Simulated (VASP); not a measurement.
# Ta in VASP: relaxation of the atoms with PBE

Aim: the relaxation of the atoms of Ta with PBE.

Program: VASP 6.6.1. These are calculated values, not measurements. Logs are shortened: lines on timing, memory, paths and dates and some standing lists are left out, and cuts for length are marked.

### Step 1. The cell of the first run

The cell holds a slab with vacuum, 3 atoms: a = 2.874 Å, b = 2.874 Å, c = 19.693 Å, α = 90.00°, β = 90.00°, γ = 109.47°.

### Step 2. Relaxation of the atoms, PBE

INCAR

```
SYSTEM = Ta
PREC = Accurate
ENCUT = 520
EDIFF = 1E-6
ISMEAR = 0
SIGMA = 0.1
LREAL = .False.
LASPH = .True.
NELM = 100
ALGO = Fast
ISIF = 2
LWAVE = .False.
LCHARG = .False.
LDIPOL = .True.
IDIPOL = 3
DIPOL = 0.5 0.5 0.500
GGA = PE
IBRION = 2
NSW = 80
EDIFFG = -0.02
```

KPOINTS

```
Automatic mesh
0
Gamma
  13 13 1
  0 0 0
```

POSCAR

```
Ta
1.0
    2.8741561407      0.0000000000      0.0000000000
   -0.9580520469      2.7097803963      0.0000000000
    0.0000000000      0.0000000000     19.6934773238
Ta
3
Direct
    0.5000000000      0.5000000000      0.3808367551
    0.0000000000      0.0000000000      0.5000000000
    0.5000000000      0.5000000000      0.6191632449
```

Potentials or basis: VASP PAW PBE potentials, release 64 (Ta_pv).

The run is started by

```console
> cat potpaw_PBE.64/Ta_pv/POTCAR > POTCAR
> mpirun -np 1 vasp_std > vasp.out
```

OUTCAR:

```text
SYSTEM = Ta
   PREC = Accurate
   ENCUT = 520
   EDIFF = 1E-6
   ISMEAR = 0
   LREAL = .False.
   LASPH = .True.
   NELM = 100
   ISIF = 2
   GGA = PE
   IBRION = 2
   NSW = 80
   EDIFFG = -0.02

 ion  position               nearest neighbor table
   1  0.500  0.500  0.381-   2 2.87   2 2.87   2 3.32   2 3.32
   2  0.000  0.000  0.500-   1 2.87   3 2.87   1 2.87   3 2.87   1 3.32   3 3.32   1 3.32   3 3.32

   3  0.500  0.500  0.619-   2 2.87   2 2.87   2 3.32   2 3.32

  LATTYP: Found a base centered orthorhombic cell.
 ALAT       =     3.3187896430
 B/A-ratio  =     1.4142135624
 C/A-ratio  =     5.9339335849

  Lattice vectors:

 A1 = (   2.8741561407,   0.0000000000,   0.0000000000)
 A2 = (  -0.9580520469,   2.7097803963,   0.0000000000)
 A3 = (   0.0000000000,   0.0000000000,  19.6934773238)

Analysis of symmetry for initial positions (statically):
=====================================================================
 Subroutine PRICEL returns:
 Original cell was already a primitive cell.

 Routine SETGRP: Setting up the symmetry group for a
 base centered orthorhombic supercell.

 Subroutine GETGRP returns: Found  8 space group operations
 (whereof  8 operations were pure point group operations)
 out of a pool of  8 trial point group operations.

The static configuration has the point symmetry D_2h.

Analysis of symmetry for dynamics (positions and initial velocities):
=====================================================================
 Subroutine PRICEL returns:
 Original cell was already a primitive cell.

 Routine SETGRP: Setting up the symmetry group for a
 base centered orthorhombic supercell.

 Subroutine GETGRP returns: Found  8 space group operations
 (whereof  8 operations were pure point group operations)
 out of a pool of  8 trial point group operations.

The dynamic configuration has the point symmetry D_2h.

 Subroutine INISYM returns: Found  8 space group operations
 (whereof  8 operations are pure point group operations),
 and found     1 'primitive' translations

----------------------------------------------------------------------------------------

                                     Primitive cell

  volume of cell :     153.3793

  direct lattice vectors                    reciprocal lattice vectors
     2.874156141  0.000000000  0.000000000     0.347928210  0.123011198  0.000000000
    -0.958052047  2.709780396  0.000000000     0.000000000  0.369033595  0.000000000
     0.000000000  0.000000000 19.693477324     0.000000000  0.000000000  0.050778234

  length of vectors
     2.874156141  2.874156141 19.693477324     0.369033595  0.369033595  0.050778234

  position of ions in fractional coordinates (direct lattice)
     0.500000000  0.500000000  0.380836755
     0.000000000  0.000000000  0.500000000
     0.500000000  0.500000000  0.619163245

  ion indices of the primitive-cell ions
   primitive index   ion index
                 1           1
                 2           2
                 3           3

----------------------------------------------------------------------------------------

 KPOINTS: Automatic mesh

Automatic generation of k-mesh.
 Grid dimensions read from file:
 generate k-points for:   13   13    1

 Generating k-lattice:

  Cartesian coordinates                     Fractional coordinates (reciprocal lattice)
     0.026763708  0.009462400  0.000000000     0.076923077 -0.000000000  0.000000000
     0.000000000  0.028387200  0.000000000     0.000000000  0.076923077  0.000000000
     0.000000000  0.000000000  0.050778234     0.000000000  0.000000000  1.000000000

  Length of vectors
     0.028387200  0.028387200  0.050778234

  Shift w.r.t. Gamma in fractional coordinates (k-lattice)
     0.000000000  0.000000000  0.000000000

 Subroutine IBZKPT returns following result:
 ===========================================

 Found     49 irreducible k-points:

 Following reciprocal coordinates:
            Coordinates               Weight
  0.000000  0.000000  0.000000      1.000000
  0.076923  0.000000  0.000000      4.000000
  0.153846 -0.000000  0.000000      4.000000
  0.230769  0.000000  0.000000      4.000000
  0.307692 -0.000000  0.000000      4.000000
  0.384615 -0.000000  0.000000      4.000000
[... 16 lines left out ...]
  0.384615  0.153846  0.000000      4.000000
  0.461538  0.153846  0.000000      4.000000
 [... further k-points ...]
   k-points           NKPTS =     49   k-points in BZ     NKDIM =     49   number of bands    NBANDS=     20
   number of dos      NEDOS =    301   number of ions     NIONS =      3
   total plane-waves  NPLWV =  86400
   dimension x,y,z NGX =    24 NGY =   24 NGZ =  150
   dimension x,y,z NGXF=    48 NGYF=   48 NGZF=  300
   ions per type =               3
   NGX,Y,Z   is equivalent  to a cutoff of  13.88, 13.88, 12.66 a.u.
   NGXF,Y,Z  is equivalent  to a cutoff of  27.76, 27.76, 25.33 a.u.
 SYSTEM =  Ta
   PREC   = accura    normal or accurate (medium, high low for compatibility)
   ISTART =      0    job   : 0-new  1-cont  2-samecut
   ICHARG =      2    charge: 1-file 2-atom 10-const
   ISPIN  =      1    spin polarized calculation?
   LNONCOLLINEAR =      F non collinear calculations
   LSORBIT =      F    spin-orbit coupling
   LASPH  =      T    aspherical Exc in radial PAW
   ENCUT  =  520.0 eV  38.22 Ry    6.18 a.u.   5.34  5.34 36.62*2*pi/ulx,y,z
   NELM   =    100;   NELMIN=  2; NELMDL= -5     # of ELM steps
   EDIFF  = 0.1E-05   stopping-criterion for ELM
   LREAL  =      F    real-space projection
   EDIFFG = -.2E-01   stopping-criterion for IOM
   NSW    =     80    number of steps for IOM
   IBRION =      2    ionic relax: 0-MD 1-quasi-New 2-CG
   NFREE  =      1    steps in history (QN), initial steepest desc. (CG)
   ISIF   =      2    stress and relaxation
   ISYM   =      2    0-nonsym 1-usesym 2-fastsym
   POTIM  = 0.5000    time-step for ionic-motion
   TEBEG  =    0.0;   TEEND  =   0.0 temperature during run
   PSTRESS=    0.0 pullay stress
   NELECT =      33.0000    total number of electrons
   NUPDOWN=      -1.0000    fix difference up-down
   EMIN   =  10.00;   EMAX   =-10.00  energy-range for DOS
   EFERMI =   0.00;   METHOD = LEGACY
   ISMEAR =     0;   SIGMA  =   0.10  broadening in eV -4-tet -1-fermi 0-gaus
   EFERMI_NEDOS =   21; number of points for ismear=-14 and -15
   IALGO  =     68    algorithm
   IMIX   =      4    mixing-type and parameters
     AMIX     =   0.40;   BMIX     =  1.00
     AMIX_MAG =   1.60;   BMIX_MAG =  1.00
  volume/ion in A,a.u.               =      51.13       345.02
  Fermi-wavevector in a.u.,A,eV,Ry     =   0.980973  1.853771 13.093004  0.962309
  Thomas-Fermi vector in A             =   2.111944
   LORBIT       =      0    0 simple, 1 ext, 2 COOP (PROOUT), +10 PAW based schemes
   GGA     = PE    functional components
   LHFCALC =     F    Hartree Fock is set to
   AEXX    =    0.0000 exact exchange contribution
   IVDW    =     0    specifies the selected vdW correction
   LEPSILON=     F    determine dielectric tensor
   LRPA    =     F    only Hartree local field effects (RPA)
 conjugate gradient relaxation of ions
 non-spin polarized calculation
 RMM-DIIS sequential band-by-band and
 Gauss-broadening in eV      SIGMA  =   0.10
  energy-cutoff  :      520.00
  volume of cell :      153.38
 maximum number of plane-waves:      4164
 NGX is ok and might be reduce to    24
   NGX = 11   NGY = 11   NGZ = 73

--------------------------------------- Ionic step        1  -------------------------------------------

 number of electron      32.9999996 magnetization

 Free energy of the ion-electron system (eV)
  ---------------------------------------------------
  ext. energy  EPLUGINS =         0.00000000
  ---------------------------------------------------
  free energy    TOTEN  =       -33.10898438 eV

  energy without entropy =      -33.09310035  energy(sigma->0) =      -33.10104237

------------------------ aborting loop because EDIFF is reached ----------------------------------------

  FORCE on cell =-STRESS in cart. coord.  units (eV):
  Direction    XX          YY          ZZ          XY          YZ          ZX
  --------------------------------------------------------------------------------------
  -------------------------------------------------------------------------------------
  Total       -4.5851425     -4.5454614     -2.3106204      0.0561175      0.0000000      0.0000000
  in kB      -47.8957039    -47.4812012    -24.1363909      0.5861954      0.0000000      0.0000000
  external PRESSURE =     -39.8377653 kB  Pullay stress =       0.0000000 kB
[... 92 lines left out ...]
  FREE ENERGIE OF THE ION-ELECTRON SYSTEM (eV)
  ---------------------------------------------------
  free  energy   TOTEN  =       -33.1486152300 eV

  energy  without entropy=      -33.1315340587  energy(sigma->0) =      -33.14007464

 dipolmoment           0.000000      0.000000     -0.000000 electrons x Angstroem

--------------------------------------- Ionic step        4  -------------------------------------------

 number of electron      32.9999998 magnetization

 dipolmoment           0.000000      0.000000      0.000000 electrons x Angstroem

 Free energy of the ion-electron system (eV)
  ---------------------------------------------------
  ext. energy  EPLUGINS =         0.00000000
  ---------------------------------------------------
  free energy    TOTEN  =       -33.14871792 eV

  energy without entropy =      -33.13145367  energy(sigma->0) =      -33.14008579

 E-fermi :  -0.9195     XC(G=0):  -5.5073

 val. band max:       -0.9539143830   @ k =   0.1538   0.1538   0.0000
 cond. band min:      -0.9112035426   @ k =  -0.1538   0.1538   0.0000
 fundamental gap:      0.0427108404
 Fermi energy:        -0.9194622264

 k-point     1 :       0.0000    0.0000    0.0000
  band No.  band energies     occupation
      1     -35.4218      2.00000
      2     -35.1283      2.00000
      3     -34.6854      2.00000
      4     -34.6158      2.00000
      5     -34.4305      2.00000
      6     -34.4256      2.00000
[... 12 lines left out ...]
     19       0.1099      0.00000
[... 513 lines left out ...]
      4     -35.0278      2.00000
      5     -34.8243      2.00000
      6     -34.7813      2.00000
[... 12 lines left out ...]
     19       0.4901      0.00000
     20       1.3675      0.00000

 [... further k-points ...]

------------------------ aborting loop because EDIFF is reached ----------------------------------------

 vacuum level on the upper side and lower side of the slab       (xc-potential included)        -0.011        -0.011

  FORCE on cell =-STRESS in cart. coord.  units (eV):
  Direction    XX          YY          ZZ          XY          YZ          ZX
  --------------------------------------------------------------------------------------
  -------------------------------------------------------------------------------------
  Total       -3.3710546     -3.2645409     -0.0026255      0.1506332      0.0000000      0.0000000
  in kB      -35.2135259    -34.1008992     -0.0274260      1.5734918      0.0000000      0.0000000
  external PRESSURE =     -23.1139504 kB  Pullay stress =       0.0000000 kB

 VOLUME and BASIS-vectors are now :
 -----------------------------------------------------------------------------
  energy-cutoff  :      520.00
  volume of cell :      153.38
      direct lattice vectors                 reciprocal lattice vectors
     2.874156141  0.000000000  0.000000000     0.347928210  0.123011198  0.000000000
    -0.958052047  2.709780396  0.000000000     0.000000000  0.369033595  0.000000000
     0.000000000  0.000000000 19.693477324     0.000000000  0.000000000  0.050778234
[... 9 lines left out ...]
  FREE ENERGIE OF THE ION-ELECTRON SYSTEM (eV)
  ---------------------------------------------------
  free  energy   TOTEN  =       -33.1487179176 eV

  energy  without entropy=      -33.1314536669  energy(sigma->0) =      -33.14008579

 reached required accuracy - stopping structural energy minimisation

 vacuum level on the upper side and lower side of the slab         3.845         3.845
```

Run time: 11 min. Hardware: 1 thread of Oxide Virtual Turin-like, shared host; peak memory 0.32 GiB.

Results:

```
Free energy                  : -33.1487 eV
Energy gained by relaxing    : 13.2 meV/atom
Ionic steps                  : 4
Largest force after relaxing : 0.005 eV/Å
Band gap on the k mesh       : zero (an odd number of electrons rules out a gap without spin polarisation)
```

Forces on the atoms (eV/Å):
```
Ta   0.000  0.000 -0.005
Ta   0.000  0.000  0.000
Ta   0.000  0.000  0.005
```

The path:
| step | energy change (eV) | largest force (eV/Å) | pressure (GPa) |
| --- | --- | --- | --- |
| 1 | 0.0000 | 0.4885 | -3.98 |
| 2 | -0.0199 | 0.3524 | -3.51 |
| 3 | -0.0396 | 0.0260 | -2.41 |
| 4 | -0.0397 | 0.0052 | -2.31 |

Final structure:
```
Ta
1.0
     2.87416    0.00000    0.00000
    -0.95805    2.70978    0.00000
     0.00000    0.00000   19.69348
Ta
3
Direct
  0.50000 0.50000 0.38477
  0.00000 0.00000 0.50000
  0.50000 0.50000 0.61523
```

Levels at points of the mesh, in eV from the Fermi level:
| k point | band 12 | band 13 | band 14 | band 15 | band 16 | band 17 | band 18 | band 19 | band 20 |
| --- | --- | --- | --- | --- | --- | --- | --- | --- | --- |
| (0.00, 0.00, 0.00) | -4.57 | -1.54 | -0.75 | -0.42 | -0.29 | 0.28 | 0.57 | 1.03 | 1.18 |

Caveat: spin-orbit coupling is left out, which moves the levels of the heavy elements.
